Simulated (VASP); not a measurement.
ZnSnN:

```
Zn Sn N
1.0
     3.80521    0.00000    0.00000
     0.00000    3.80521    0.00000
     0.00000    0.00000    3.96423
Zn Sn N
1 1 1
Direct
  0.50000 0.50000 0.50000
  0.00000 0.00000 0.50000
  0.50000 0.50000 0.00000
```

The cell was generated, and may not be a known phase.

| Quantity | Value |
| --- | --- |
| Program | VASP 6.6.1 |
| Task | relaxation of cell and atoms |
| Functional | PBE |
| Potentials or basis | VASP PAW PBE potentials, release 64 (Zn, Sn_d, N) |
| Cutoff | 600 eV |
| k mesh | 4 × 4 × 4 |
| Occupations | gaussian, width 0.1 eV |
| Spin | no spin polarisation |

At the start: pressure -1.0 GPa; volume 19.13 Å³/atom.

Q: Where does the relaxation end?

A: Over 9 steps the energy falls by 172.8 meV/atom and the volume is 20.14 Å³/atom (+5.3 %); space group P4/mmm (No. 123, to 0.1 Å) before and after.

Step by step:
| step | energy change (eV) | largest force (eV/Å) | pressure (GPa) | volume (Å³) |
| --- | --- | --- | --- | --- |
| 1 | 0.0000 | 0.0000 | -1.05 | 57.40 |
| 2 | -0.4528 | 0.0000 | 5.42 | 55.96 |
| 3 | -0.4646 | 0.0000 | 4.14 | 56.15 |
| 4 | -0.5168 | 0.0000 | 0.21 | 59.95 |
| 5 | -0.5173 | 0.0000 | -0.39 | 60.61 |
| 6 | -0.5174 | 0.0000 | -0.31 | 60.48 |
| 7 | -0.5174 | 0.0000 | -0.19 | 60.39 |
| 8 | -0.5184 | 0.0000 | 0.21 | 60.44 |
| 9 | -0.5184 | 0.0000 | 0.08 | 60.43 |

Final structure:
```xyz
3
Lattice="4.0866 0.0000 0.0000 0.0000 4.0866 0.0000 0.0000 0.0000 3.6183" Properties=species:S:1:pos:R:3 pbc="T T T"
Zn    2.0433    2.0433    1.8092
Sn    0.0000    0.0000    1.8092
N     2.0433    2.0433    0.0000
```

Caveat: the k points lie up to 0.43 Å⁻¹ apart in the final cell, too coarse for converged energies and pressures of a metal.
